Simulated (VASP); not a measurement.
CdS, 2 atoms in the cell. Symmetry: F-43m, No. 216, cubic system. The conventional cell has a = 5.846 Å, b = 5.846 Å, c = 5.846 Å, α = 90.00°, β = 90.00°, γ = 90.00°. Cd (site symmetry -43m) has 4 S at 2.53 Å within 3.3 Å. Within 3.3 Å of S (site symmetry -43m) lie 4 Cd at 2.53 Å.  This cell differs from its parent crystal: volume scaled by 0.98.

* Program: VASP 6.6.1
* Task: electric field gradients
* Functional: PBE
* Potentials or basis: VASP PAW PBE potentials, release 64 (Cd, S)
* Cutoff: 520 eV
* k mesh: 7 × 7 × 7
* Occupations: fermi-dirac, width 0.02 eV
* Spin: no spin polarisation
* Dipole correction: no
* Further INCAR settings: ALGO = Normal; EDIFF = 1e-08; NBANDS = 16

Potentials or basis: VASP PAW PBE potentials, release 64 (Cd, S).

Run with:

```sh
$ cat potpaw_PBE.64/Cd/POTCAR potpaw_PBE.64/S/POTCAR > POTCAR
$ mpirun -np 1 vasp_std > vasp.out
```

Hardware: 1 thread of Intel(R) Xeon(R) Platinum 8259CL CPU @ 2.50GHz (Skylake/Cascade Lake), on a shared host.

Problem. Estimate the wall time of this run.

Solution. Run time: 18 s on 1 thread of Intel(R) Xeon(R) Platinum 8259CL CPU @ 2.50GHz (Skylake/Cascade Lake) (shared host), peak memory 0.18 GiB. Counts: scf iterations 17, k points 20.
